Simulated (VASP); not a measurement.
# CaBC (P6_3mc) in VASP: further runs

Runs on CaBC. Level: PBE. Tasks: single point.

All numbers are computed with VASP 6.6.1; they aren't measurements. Logs are shortened: lines on timing, memory, paths and dates and some standing lists are left out, and cuts for length are marked.

**1. The cell of the first run**

Symmetry: P6_3mc, No. 186, hexagonal system. The conventional cell has a = 2.962 Å, b = 2.962 Å, c = 8.193 Å, α = 90.00°, β = 90.00°, γ = 120.00°. Within 3.1 Å of Ca (site symmetry 3m) lie 6 B at 2.31 to 3.07 Å and 6 C at 2.67 Å and 6 Ca at 2.96 Å. Within 2.4 Å of B (site symmetry 3m) lie 3 C at 1.78 Å and 3 Ca at 2.31 Å. Within 2.4 Å of C (site symmetry 3m) lie 3 B at 1.78 Å.

**2. Single point, PBE (all B atoms moved -0.500 Å, as atom 3 along Cartesian [0 0 1])**

The input, INCAR:

```
SYSTEM = CaBC
ALGO = Normal
EDIFF = 1E-7
ENCUT = 520
GGA = PE
ISIF = 2
ISMEAR = 0
LASPH = .TRUE.
LCHARG = .FALSE.
LREAL = .FALSE.
LWAVE = .FALSE.
NBANDS = 26
NELM = 100
PREC = Accurate
SIGMA = 0.15
```

The input, KPOINTS:

```
k-points
0
G
  18 18 6
  0 0 0
```

The input, POSCAR:

```
CaBC
1.0
    2.9619761264      0.0000000000      0.0000000000
   -1.4809880632      2.5651465708      0.0000000000
    0.0000000000      0.0000000000      8.1933817783
Ca B C
2 2 2
Direct
    0.0000000000      0.0000000000      0.0000000000
    0.0000000000      0.0000000000      0.5000000000
    0.6666666667      0.3333333333      0.1889751371
    0.3333333333      0.6666666667      0.6889751371
    0.6666666667      0.3333333333      0.7500000000
    0.3333333333      0.6666666667      0.2500000000
```

Potentials or basis: VASP PAW PBE potentials, release 64 (Ca_sv, B, C).

On the command line:

```sh
cat potpaw_PBE.64/Ca_sv/POTCAR potpaw_PBE.64/B/POTCAR potpaw_PBE.64/C/POTCAR > POTCAR
mpirun -np 1 vasp_std > vasp.out
```

OUTCAR:

```text
SYSTEM = CaBC
   EDIFF = 1E-7
   ENCUT = 520
   GGA = PE
   ISIF = 2
   ISMEAR = 0
   LASPH = .TRUE.
   LREAL = .FALSE.
   NELM = 100
   PREC = Accurate

 ion  position               nearest neighbor table
   1  0.000  0.000  0.000-   3 2.31   3 2.31   3 2.31
   2  0.000  0.000  0.500-   4 2.31   4 2.31   4 2.31
   3  0.667  0.333  0.189-   6 1.78   6 1.78   6 1.78   1 2.31   1 2.31   1 2.31
   4  0.333  0.667  0.689-   5 1.78   5 1.78   5 1.78   2 2.31   2 2.31   2 2.31
   5  0.667  0.333  0.750-   4 1.78   4 1.78   4 1.78
   6  0.333  0.667  0.250-   3 1.78   3 1.78   3 1.78

  LATTYP: Found a hexagonal cell.
 ALAT       =     2.9619761264
 C/A-ratio  =     2.7661876493

  Lattice vectors:

 A1 = (   2.9619761264,   0.0000000000,   0.0000000000)
 A2 = (  -1.4809880632,   2.5651465708,   0.0000000000)
 A3 = (   0.0000000000,   0.0000000000,   8.1933817783)

Analysis of symmetry for initial positions (statically):
=====================================================================
 Subroutine PRICEL returns:
 Original cell was already a primitive cell.

 Routine SETGRP: Setting up the symmetry group for a
 hexagonal supercell.

 Subroutine GETGRP returns: Found 12 space group operations
 (whereof  6 operations were pure point group operations)
 out of a pool of 24 trial point group operations.

The static configuration has the point symmetry C_3v.
 The point group associated with its full space group is C_6v.

Analysis of symmetry for dynamics (positions and initial velocities):
=====================================================================
 Subroutine PRICEL returns:
 Original cell was already a primitive cell.

 Routine SETGRP: Setting up the symmetry group for a
 hexagonal supercell.

 Subroutine GETGRP returns: Found 12 space group operations
 (whereof  6 operations were pure point group operations)
 out of a pool of 24 trial point group operations.

The dynamic configuration has the point symmetry C_3v.
 The point group associated with its full space group is C_6v.

 Subroutine INISYM returns: Found 12 space group operations
 (whereof  6 operations are pure point group operations),
 and found     1 'primitive' translations

----------------------------------------------------------------------------------------

                                     Primitive cell

  volume of cell :      62.2525

  direct lattice vectors                    reciprocal lattice vectors
     2.961976126  0.000000000  0.000000000     0.337612444  0.194920636  0.000000000
    -1.480988063  2.565146571  0.000000000     0.000000000  0.389841271  0.000000000
     0.000000000  0.000000000  8.193381778     0.000000000  0.000000000  0.122049726

  length of vectors
     2.961976126  2.961976126  8.193381778     0.389841271  0.389841271  0.122049726

  position of ions in fractional coordinates (direct lattice)
     0.000000000  0.000000000  0.000000000
     0.000000000  0.000000000  0.500000000
     0.666666667  0.333333333  0.188975137
     0.333333333  0.666666667  0.688975137
     0.666666667  0.333333333  0.750000000
     0.333333333  0.666666667  0.250000000

  ion indices of the primitive-cell ions
   primitive index   ion index
                 1           1
                 2           2
                 3           3
                 4           4
                 5           5
                 6           6

----------------------------------------------------------------------------------------

 KPOINTS: k-points

Automatic generation of k-mesh.
 Grid dimensions read from file:
 generate k-points for:   18   18    6

 Generating k-lattice:

  Cartesian coordinates                     Fractional coordinates (reciprocal lattice)
     0.018756247  0.010828924  0.000000000     0.055555556  0.000000000  0.000000000
     0.000000000  0.021657848  0.000000000     0.000000000  0.055555556  0.000000000
     0.000000000  0.000000000  0.020341621     0.000000000  0.000000000  0.166666667

  Length of vectors
     0.021657848  0.021657848  0.020341621

  Shift w.r.t. Gamma in fractional coordinates (k-lattice)
     0.000000000  0.000000000  0.000000000

 Subroutine IBZKPT returns following result:
 ===========================================

 Found    148 irreducible k-points:

 Following reciprocal coordinates:
            Coordinates               Weight
  0.000000  0.000000  0.000000      1.000000
  0.055556  0.000000  0.000000      6.000000
  0.111111  0.000000  0.000000      6.000000
  0.166667  0.000000  0.000000      6.000000
  0.222222  0.000000  0.000000      6.000000
  0.277778  0.000000  0.000000      6.000000
[... 16 lines left out ...]
  0.333333  0.111111  0.000000     12.000000
  0.388889  0.111111  0.000000     12.000000
 [... further k-points ...]
   k-points           NKPTS =    148   k-points in BZ     NKDIM =    148   number of bands    NBANDS=     26
   number of dos      NEDOS =    301   number of ions     NIONS =      6
   total plane-waves  NPLWV =  36864
   dimension x,y,z NGX =    24 NGY =   24 NGZ =   64
   dimension x,y,z NGXF=    48 NGYF=   48 NGZF=  128
   ions per type =               2   2   2
   NGX,Y,Z   is equivalent  to a cutoff of  13.47, 13.47, 12.99 a.u.
   NGXF,Y,Z  is equivalent  to a cutoff of  26.94, 26.94, 25.97 a.u.
 SYSTEM =  CaBC
   PREC   = accura    normal or accurate (medium, high low for compatibility)
   ISTART =      0    job   : 0-new  1-cont  2-samecut
   ICHARG =      2    charge: 1-file 2-atom 10-const
   ISPIN  =      1    spin polarized calculation?
   LNONCOLLINEAR =      F non collinear calculations
   LSORBIT =      F    spin-orbit coupling
   LASPH  =      T    aspherical Exc in radial PAW
   ENCUT  =  520.0 eV  38.22 Ry    6.18 a.u.   5.51  5.51 15.23*2*pi/ulx,y,z
   NELM   =    100;   NELMIN=  2; NELMDL= -5     # of ELM steps
   EDIFF  = 0.1E-06   stopping-criterion for ELM
   LREAL  =      F    real-space projection
   EDIFFG = 0.1E-05   stopping-criterion for IOM
   NSW    =      0    number of steps for IOM
   IBRION =     -1    ionic relax: 0-MD 1-quasi-New 2-CG
   NFREE  =      0    steps in history (QN), initial steepest desc. (CG)
   ISIF   =      2    stress and relaxation
   ISYM   =      2    0-nonsym 1-usesym 2-fastsym
   POTIM  = 0.5000    time-step for ionic-motion
   TEBEG  =    0.0;   TEEND  =   0.0 temperature during run
   PSTRESS=    0.0 pullay stress
   NELECT =      34.0000    total number of electrons
   NUPDOWN=      -1.0000    fix difference up-down
   EMIN   =  10.00;   EMAX   =-10.00  energy-range for DOS
   EFERMI =   0.00;   METHOD = LEGACY
   ISMEAR =     0;   SIGMA  =   0.15  broadening in eV -4-tet -1-fermi 0-gaus
   EFERMI_NEDOS =   21; number of points for ismear=-14 and -15
   IALGO  =     38    algorithm
   IMIX   =      4    mixing-type and parameters
     AMIX     =   0.40;   BMIX     =  1.00
     AMIX_MAG =   1.60;   BMIX_MAG =  1.00
  volume/ion in A,a.u.               =      10.38        70.02
  Fermi-wavevector in a.u.,A,eV,Ry     =   1.338183  2.528799 24.364410  1.790734
  Thomas-Fermi vector in A             =   2.466673
   LORBIT       =      0    0 simple, 1 ext, 2 COOP (PROOUT), +10 PAW based schemes
   GGA     = PE    functional components
   LHFCALC =     F    Hartree Fock is set to
   AEXX    =    0.0000 exact exchange contribution
   IVDW    =     0    specifies the selected vdW correction
   LEPSILON=     F    determine dielectric tensor
   LRPA    =     F    only Hartree local field effects (RPA)
 non-spin polarized calculation
 Gauss-broadening in eV      SIGMA  =   0.15
  energy-cutoff  :      520.00
  volume of cell :       62.25
 maximum number of plane-waves:      1723
 NGX is ok and might be reduce to    24
   NGX = 11   NGY = 11   NGZ = 31

 number of electron      34.0000001 magnetization

 Free energy of the ion-electron system (eV)
  ---------------------------------------------------
  ext. energy  EPLUGINS =         0.00000000
  ---------------------------------------------------
  free energy    TOTEN  =       -33.04415462 eV

  energy without entropy =      -33.02118433  energy(sigma->0) =      -33.03266948

 E-fermi :   6.1148     XC(G=0): -11.5806

 val. band max:        6.1113352951   @ k =   0.2222   0.1111   0.0000
 cond. band min:       6.1369310040   @ k =   0.2222   0.0000   0.0000
 fundamental gap:      0.0255957088
 Fermi energy:         6.1147759396

 k-point     1 :       0.0000    0.0000    0.0000
  band No.  band energies     occupation
      1     -33.5084      2.00000
      2     -33.5022      2.00000
      3     -14.9917      2.00000
      4     -14.7251      2.00000
      5     -13.9061      2.00000
      6     -13.9061      2.00000
[... 18 lines left out ...]
     25      11.7617      0.00000
     26      11.8781      0.00000

 k-point     2 :       0.0556    0.0000    0.0000
  band No.  band energies     occupation
      1     -33.4999      2.00000
      2     -33.4938      2.00000
      3     -14.9769      2.00000
      4     -14.7147      2.00000
      5     -13.9596      2.00000
      6     -13.9523      2.00000
[... 18 lines left out ...]
     25      11.7891      0.00000
     26      12.0725      0.00000

 k-point     3 :       0.1111    0.0000    0.0000
  band No.  band energies     occupation
      1     -33.4755      2.00000
      2     -33.4694      2.00000
      3     -14.9342      2.00000
      4     -14.6849      2.00000
      5     -14.1101      2.00000
      6     -14.0976      2.00000
[... 18 lines left out ...]
     25      11.8752      0.00000
     26      12.4334      0.00000

 k-point     4 :       0.1667    0.0000    0.0000
  band No.  band energies     occupation
      1     -33.4377      2.00000
      2     -33.4319      2.00000
      3     -14.8690      2.00000
      4     -14.6421      2.00000
      5     -14.3297      2.00000
      6     -14.3132      2.00000
[... 18 lines left out ...]
     25      12.0331      0.00000
     26      12.5562      0.00000
[... 496 lines left out ...]
      1     -33.2797      2.00000
      2     -33.2750      2.00000
      3     -15.1160      2.00000
      4     -15.0801      2.00000
      5     -14.5713      2.00000
      6     -14.4222      2.00000
[... 18 lines left out ...]
     25      12.6073      0.00000
     26      13.0895      0.00000

 k-point    23 :       0.3333    0.1111    0.0000
  band No.  band energies     occupation
      1     -33.2425      2.00000
      2     -33.2380      2.00000
      3     -15.2814      2.00000
      4     -15.2429      2.00000
      5     -14.5062      2.00000
      6     -14.3765      2.00000
[... 18 lines left out ...]
     25      12.6406      0.00000
     26      13.5629      0.00000

 k-point    24 :       0.3889    0.1111    0.0000
  band No.  band energies     occupation
      1     -33.2180      2.00000
      2     -33.2137      2.00000
      3     -15.3878      2.00000
      4     -15.3480      2.00000
      5     -14.4628      2.00000
      6     -14.3626      2.00000
[... 18 lines left out ...]
     25      12.7086      0.00000
     26      13.5945      0.00000

 [... further k-points ...]
[... 5 lines left out ...]
  --------------------------------------------------------------------------------------
  -------------------------------------------------------------------------------------
  Total        6.1145173      6.1145173      0.2085958      0.0000000      0.0000000      0.0000000
  in kB      157.3677848    157.3677848      5.3685761      0.0000000      0.0000000      0.0000000
  external PRESSURE =     106.7013819 kB  Pullay stress =       0.0000000 kB

 VOLUME and BASIS-vectors are now :
 -----------------------------------------------------------------------------
  energy-cutoff  :      520.00
  volume of cell :       62.25
      direct lattice vectors                 reciprocal lattice vectors
     2.961976126  0.000000000  0.000000000     0.337612444  0.194920636  0.000000000
    -1.480988063  2.565146571  0.000000000     0.000000000  0.389841271  0.000000000
     0.000000000  0.000000000  8.193381778     0.000000000  0.000000000  0.122049726

 POSITION                                       TOTAL-FORCE (eV/Angst)
 -----------------------------------------------------------------------------------
      0.00000      0.00000      0.00000        -0.000000      0.000000     -3.350089
      0.00000      0.00000      4.09669        -0.000000      0.000000     -3.350089
      1.48099      0.85505      1.54835        -0.000000      0.000000      6.715647
     -0.00000      1.71010      5.64504         0.000000      0.000000      6.715647
      1.48099      0.85505      6.14504        -0.000000      0.000000     -3.365558
     -0.00000      1.71010      2.04835         0.000000     -0.000000     -3.365558
 -----------------------------------------------------------------------------------
    total drift:                                0.000000      0.000000     -0.000035

  FREE ENERGIE OF THE ION-ELECTRON SYSTEM (eV)
  ---------------------------------------------------
  free  energy   TOTEN  =       -33.0441546222 eV

  energy  without entropy=      -33.0211843329  energy(sigma->0) =      -33.03266948
```

Run time: 100 s. Hardware: 1 thread of Intel Xeon 6975P-C (Granite Rapids), shared host; peak memory 0.34 GiB.

Results:

* Free energy: -33.0442 eV
* Pressure: 10.7 GPa
* Largest force: 6.716 eV/Å
* Band gap on the k mesh: zero (bands 17 and 18 overlap by 2.16 eV)

Forces in eV/Å, atoms in the order of the input:
```
Ca   0.000  0.000 -3.350
Ca   0.000  0.000 -3.350
B    0.000  0.000  6.716
B    0.000  0.000  6.716
C    0.000  0.000 -3.366
C    0.000  0.000 -3.366
```

Stress tensor (GPa, compression positive):
```
15.74  0.00  0.00
 0.00 15.74  0.00
 0.00  0.00  0.54
```

Caveat: the cell differs from its parent crystal (all B atoms moved -0.500 Å, as atom 3 along Cartesian [0 0 1]); the stress differs along the axes, from 1 to 16 GPa; forces of over 1 eV/Å act on the atoms, so gaps and moduli don't describe the material at rest.

**3. Single point, PBE (all B atoms moved +0.375 Å, as atom 3 along Cartesian [0 0 1])**

The input, INCAR:

```
SYSTEM = CaBC
PREC     = Accurate       ! precision mode
ENCUT    = 520            ! plane-wave cutoff, eV
EDIFF    = 1E-6           ! SCF threshold, eV
ISMEAR   = 0              ! smearing method
SIGMA    = 0.15           ! smearing width, eV
LREAL    = .False.        ! projectors in reciprocal space
LASPH    = .True.         ! aspherical terms in the spheres
NELM     = 60             ! most SCF steps
ALGO     = Normal         ! electronic algorithm
ISIF     = 2              ! what is computed and relaxed
LWAVE    = .False.        ! write WAVECAR
LCHARG   = .False.        ! write CHGCAR
GGA      = PE             ! functional
NBANDS   = 26             ! bands
```

The input, KPOINTS:

```
Automatic mesh
0
Gamma
  18 18 6
  0 0 0
```

POSCAR: that of step 2 with these lines changed.

```diff
@@ -10,4 +10,4 @@
     0.0000000000      0.0000000000      0.5000000000
-    0.6666666667      0.3333333333      0.1889751371
-    0.3333333333      0.6666666667      0.6889751371
+    0.6666666667      0.3333333333      0.2957686472
+    0.3333333333      0.6666666667      0.7957686472
     0.6666666667      0.3333333333      0.7500000000
```

Potentials or basis: VASP PAW PBE potentials, release 64 (Ca_sv, B, C).

On the command line:

```sh
cat potpaw_PBE.64/Ca_sv/POTCAR potpaw_PBE.64/B/POTCAR potpaw_PBE.64/C/POTCAR > POTCAR
mpirun -np 1 vasp_std > vasp.out
```

It took 90 s on 1 thread of Intel Xeon 6975P-C (Granite Rapids), shared host; peak memory 0.34 GiB.

Results (log left out):

- Free energy: -34.4728 eV
- Pressure: 6.3 GPa
- Largest force: 4.740 eV/Å
- Band gap on the k mesh: zero (bands 17 and 18 overlap by 2.26 eV)

Forces on the atoms (eV/Å):
```
Ca   0.000  0.000  2.376
Ca   0.000  0.000  2.376
B    0.000  0.000 -4.740
B    0.000  0.000 -4.740
C    0.000  0.000  2.364
C    0.000  0.000  2.364
```

Stress tensor (GPa, compression positive):
```
8.96 0.00 0.00
0.00 8.96 0.00
0.00 0.00 1.01
```

Levels at points of the mesh, in eV from the Fermi level:
| k point | band 14 | band 15 | band 16 | band 17 | band 18 | band 19 | band 20 | band 21 |
| --- | --- | --- | --- | --- | --- | --- | --- | --- |
| (0.00, 0.00, 0.00) | -1.07 | -0.79 | -0.79 | -0.67 | 1.92 | 3.86 | 3.86 | 4.06 |
| (0.50, 0.00, 0.00) | -3.32 | -2.94 | -1.99 | -1.86 | -0.06 | 2.06 | 4.03 | 4.52 |
| (0.00, 0.00, 0.50) | -0.94 | -0.94 | -0.94 | 0.76 | 0.76 | 4.10 | 4.10 | 4.10 |
| (0.50, 0.00, 0.50) | -3.16 | -2.66 | -2.66 | -1.06 | -1.06 | 2.80 | 2.80 | 5.13 |

Caveat: the cell differs from its parent crystal (all B atoms moved +0.375 Å, as atom 3 along Cartesian [0 0 1]); the stress differs along the axes, from 1 to 9 GPa; forces of over 1 eV/Å act on the atoms, so gaps and moduli don't describe the material at rest.

**4. Single point, PBE (all B atoms moved -0.250 Å, as atom 3 along Cartesian [0 0 1])**

The input, INCAR:

```
  ALGO = Normal
  EDIFF = 1E-6
  ENCUT = 520
  GGA = PE
  ISIF = 2
  ISMEAR = 0
  LASPH = True
  LCHARG = True
  LELF = True
  LREAL = False
  LVHAR = True
  LWAVE = False
  NBANDS = 26
  NELM = 80
  PREC = Accurate
  SIGMA = 0.15
```

The input, KPOINTS:

```
k-points
0
Gamma
  18 18 6
```

POSCAR: that of step 3 with these lines changed.

```diff
@@ -10,4 +10,4 @@
     0.0000000000      0.0000000000      0.5000000000
-    0.6666666667      0.3333333333      0.2957686472
-    0.3333333333      0.6666666667      0.7957686472
+    0.6666666667      0.3333333333      0.2194875685
+    0.3333333333      0.6666666667      0.7194875685
     0.6666666667      0.3333333333      0.7500000000
```

On the command line:

```sh
cat potpaw_PBE.64/Ca_sv/POTCAR potpaw_PBE.64/B/POTCAR potpaw_PBE.64/C/POTCAR > POTCAR
mpirun -np 1 vasp_std > vasp.out
```

Wall time 1.7 min (1 thread of Intel Xeon 6975P-C (Granite Rapids), shared host); peak memory 0.34 GiB.

Results (log left out):

| Property | Result |
| --- | --- |
| Free energy | -35.4312 eV |
| Pressure | 3.2 GPa |
| Largest force | 2.967 eV/Å |
| Band gap on the k mesh | zero (bands 17 and 18 overlap by 2.33 eV) |

Forces in eV/Å, atoms in the order of the input:
```
Ca   0.000  0.000 -1.498
Ca   0.000  0.000 -1.498
B    0.000  0.000  2.967
B    0.000  0.000  2.967
C    0.000  0.000 -1.469
C    0.000  0.000 -1.469
```

Stress tensor (GPa, compression positive):
```
4.22 0.00 0.00
0.00 4.22 0.00
0.00 0.00 1.04
```

Levels at points of the mesh, in eV from the Fermi level:
| k point | band 15 | band 16 | band 17 | band 18 | band 19 | band 20 |
| --- | --- | --- | --- | --- | --- | --- |
| (0.00, 0.00, 0.00) | -1.24 | -1.24 | -0.72 | 1.67 | 3.77 | 3.77 |
| (0.50, 0.00, 0.00) | -3.42 | -2.12 | -1.92 | -0.12 | 1.75 | 3.84 |
| (0.00, 0.00, 0.50) | -1.37 | -1.37 | 0.61 | 0.61 | 4.03 | 4.03 |
| (0.50, 0.00, 0.50) | -2.85 | -2.85 | -1.11 | -1.11 | 2.47 | 2.47 |

Caveat: the cell differs from its parent crystal (all B atoms moved -0.250 Å, as atom 3 along Cartesian [0 0 1]); the cell stands under pressure; forces of over 1 eV/Å act on the atoms, so gaps and moduli don't describe the material at rest.

(Part 1 of 2 ends here.)

The gap in the log of VASP goes by the Fermi energy; the results here count the filled bands.